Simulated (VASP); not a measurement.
Runs of VASP 6.6.1 on KI. The structure is that of space group P6_3/mmc (No. 194), or close to it. The cells are those of the table. 

```tsv
level	cell	gap on the mesh (eV)	pressure (GPa)
PBE	a = 6.030, b = 6.030, c = 7.046 Å, angles 90.0, 90.0, 120.0°, 4 atoms	3.79	0.3
r2SCAN	a = 5.978, b = 5.978, c = 6.968 Å, angles 90.0, 90.0, 120.0°, 4 atoms	(b)	0.3
PBE	a = 6.211, b = 6.211, c = 7.257 Å, angles 90.0, 90.0, 120.0°, 4 atoms	3.68	-0.4
PBE	a = 6.091, b = 6.091, c = 7.118 Å, angles 90.0, 90.0, 120.0°, 4 atoms	3.75	0.0
PBE	a = 6.151, b = 6.151, c = 7.188 Å, angles 90.0, 90.0, 120.0°, 4 atoms	3.71	(a)
PBE	a = 5.967, b = 5.967, c = 6.972 Å, angles 90.0, 90.0, 120.0°, 4 atoms	3.83	0.6
PBE	a = 6.039, b = 6.039, c = 7.039 Å, angles 90.0, 90.0, 120.0°, 4 atoms	3.79	0.3
r2SCAN	a = 5.916, b = 5.916, c = 6.895 Å, angles 90.0, 90.0, 120.0°, 4 atoms	4.41	0.7
```

Alike in all rows: task single point; potentials or basis VASP PAW PBE potentials, release 64 (K_sv, I); no spin polarisation; k mesh 6 × 6 × 4; cutoff (eV) 520; smearing gaussian 0.01 eV.

Question: Estimate the missing entries.

Answer: (a) -0.2; (b) 4.38.

Caveats: the structure was generated, so it needn't be the stable form of KI; spin-orbit coupling is left out, which moves the levels of the heavy elements; the PAW data sets were made with another functional, which shifts forces and pressure a little (at least some runs).

A k mesh can miss the band edges, and the runs leave out spin-orbit coupling on I.
